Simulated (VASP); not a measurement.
Zn4HO4 (a cell with a defect): single point with PBEsol

System: Zn4HO4 (a cell with a defect).

```
Zn O H
1.0
     5.51481    0.00000    0.00000
     0.00000    5.51481    0.00000
     0.00000    0.00000    3.24301
Zn O H
4 4 1
Direct
  0.18207 0.18207 0.50000
  0.81793 0.81793 0.50000
  0.68207 0.31793 0.00000
  0.31793 0.68207 0.00000
  0.81800 0.18200 0.50000
  0.18200 0.81800 0.50000
  0.68200 0.68200 0.00000
  0.31800 0.31800 0.00000
  0.00004 0.58200 0.00000
```

```
Program                : VASP 6.6.1
Task                   : single point
Functional             : PBEsol
Potentials or basis    : VASP PAW PBE potentials, release 64 (Zn, O, H)
Cutoff                 : 520 eV
k mesh                 : 4 × 4 × 8
Occupations            : gaussian, width 0.05 eV
Spin                   : no spin polarisation
Dipole correction      : no
Further INCAR settings : ALGO = Normal; EDIFF = 1e-06; NBANDS = 46
```

| Item | Value |
| --- | --- |
| Pressure | 3.9 GPa |
| Largest force | 0.780 eV/Å |
| Band gap on the k mesh | zero (an odd number of electrons rules out a gap without spin polarisation) |

Forces on the atoms (eV/Å):
```
Zn  -0.101  0.041  0.000
Zn   0.242  0.270  0.000
Zn   0.193 -0.229  0.000
Zn  -0.528 -0.303  0.000
O   -0.107 -0.257  0.000
O    0.428  0.641  0.000
O   -0.734  0.263  0.000
O    0.543 -0.265  0.000
H    0.064 -0.161  0.000
```

Stress tensor (GPa, compression positive):
```
 1.96 -0.66  0.00
-0.66  4.35  0.00
 0.00  0.00  5.32
```

Levels at points of the mesh, in eV from the Fermi level:
```csv
k point,band 35,band 36,band 37,band 38,band 39,band 40
"(0.00, 0.00, 0.00)",-1.48,-1.40,-1.26,2.24,3.87,4.14
"(0.50, 0.00, 0.00)",-1.72,-1.68,-0.29,1.81,3.37,4.58
"(0.00, 0.50, 0.00)",-1.73,-1.59,0.04,1.82,3.33,4.64
"(0.50, 0.50, 0.00)",-2.09,-2.04,-0.26,2.81,2.91,3.28
"(0.00, 0.00, 0.50)",-2.69,-2.57,0.79,4.34,5.30,6.44
"(0.50, 0.00, 0.50)",-2.43,-2.28,-0.13,4.32,4.50,5.36
"(0.00, 0.50, 0.50)",-2.41,-2.29,0.71,4.58,5.00,5.31
"(0.50, 0.50, 0.50)",-2.62,-2.52,-0.38,3.82,4.50,4.59
```

Wall time 3.8 min on 1 thread of Intel(R) Xeon(R) Platinum 8259CL CPU @ 2.50GHz (Skylake/Cascade Lake), on a shared host, peak memory 0.31 GiB.

Caveat: the PAW data sets were made with another functional, which shifts forces and pressure a little; an odd number of electrons without spin polarisation forces a metal; a magnetic or distorted state may lie lower.
